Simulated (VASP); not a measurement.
A run of VASP 6.6.1 is set up as follows.

INCAR

```
SYSTEM = ReRhO
  PREC = Accurate
  ENCUT = 520
  EDIFF = 1E-7
  ISMEAR = 0
  SIGMA = 0.1
  LREAL = .False.
  LASPH = .True.
  NELM = 100
  ALGO = Normal
  ISIF = 2
  LWAVE = .False.
  LCHARG = .False.
  GGA = PE
  NBANDS = 21
```

KPOINTS

```
regular mesh
0
Gamma
  6 6 6
  0 0 0
```

File POSCAR:

```
ReRhO
1.0
    3.5769435748      0.0000000000      0.0000000000
    0.0000000000      3.5769435748      0.0000000000
    0.0000000000      0.0000000000      3.7501023485
Re Rh O
1 1 1
Direct
    0.5000000000      0.5000000000      0.0000000000
    0.0000000000      0.0000000000      0.0000000000
    0.5000000000      0.5000000000      0.5000000000
```

Potentials or basis: VASP PAW PBE potentials, release 64 (Re, Rh_pv, O).

Command:

```bash
$ cat potpaw_PBE.64/Re/POTCAR potpaw_PBE.64/Rh_pv/POTCAR potpaw_PBE.64/O/POTCAR > POTCAR
$ mpirun -np 1 vasp_std > vasp.out
```

Task: Estimate the band gap on the k mesh.

Result: Zero (bands 14 and 15 overlap by 3.21 eV).

Task: Predict the pressure.

Result: 1.4 GPa.

Stress tensor (GPa, compression positive):
```
0.01 0.00 0.00
0.00 0.01 0.00
0.00 0.00 4.05
```

Caveat: spin-orbit coupling is left out, which moves the levels of the heavy elements.
